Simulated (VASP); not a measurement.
Wanted: the native input for a VASP 6.6.1 run.

```yaml
Task: single point
Functional: PBEsol
Potentials_or_basis: VASP PAW PBE potentials, release 64 (Ti_sv, Al)
Cutoff: 500 eV
k_mesh: 24 × 24 × 14
Occupations: gaussian, width 0.15 eV
Spin: no spin polarisation
Dipole_correction: no
Further_INCAR_settings: ALGO = Normal; EDIFF = 1e-06; NBANDS = 14
```

The structure of TiAl lies in POSCAR:

```
TiAl
1.0
    2.8478212843      0.0000000000      0.0000000000
   -1.4239106421      2.4662855776      0.0000000000
    0.0000000000      0.0000000000      4.5737452934
Ti Al
1 1
Direct
    0.0000000000      0.0000000000      0.0000000000
    0.3333333333      0.6666666667      0.5000000000
```

This cell differs from its parent crystal: strain -0.0100 x Voigt [0, 0, 1, 0, 0, 0].

These files were run (other wordings do the same):

INCAR

```
SYSTEM = TiAl
  ALGO = Normal
  EDIFF = 1E-6
  ENCUT = 500
  GGA = PS
  GGA_COMPAT = .FALSE.
  ISIF = 2
  ISMEAR = 0
  LASPH = .TRUE.
  LCHARG = .FALSE.
  LREAL = .FALSE.
  LWAVE = .FALSE.
  NBANDS = 14
  NELM = 120
  PREC = Accurate
  SIGMA = 0.15
```

KPOINTS

```
k-points
0
G
  24 24 14
  0 0 0
```

Potentials or basis: VASP PAW PBE potentials, release 64 (Ti_sv, Al).

The run is started by

```bash
$ cat potpaw_PBE.64/Ti_sv/POTCAR potpaw_PBE.64/Al/POTCAR > POTCAR
$ mpirun -np 1 vasp_std > vasp.out
```

It gave:

* Pressure: 1.3 GPa

Caveat: the cell differs from its parent crystal (strain -0.0100 x Voigt [0, 0, 1, 0, 0, 0]); the PAW data sets were made with another functional, which shifts forces and pressure a little.

Run time: 82 s on 1 thread of Intel(R) Xeon(R) 6975P-C (Granite Rapids), with other jobs on the host, peak memory 0.32 GiB.
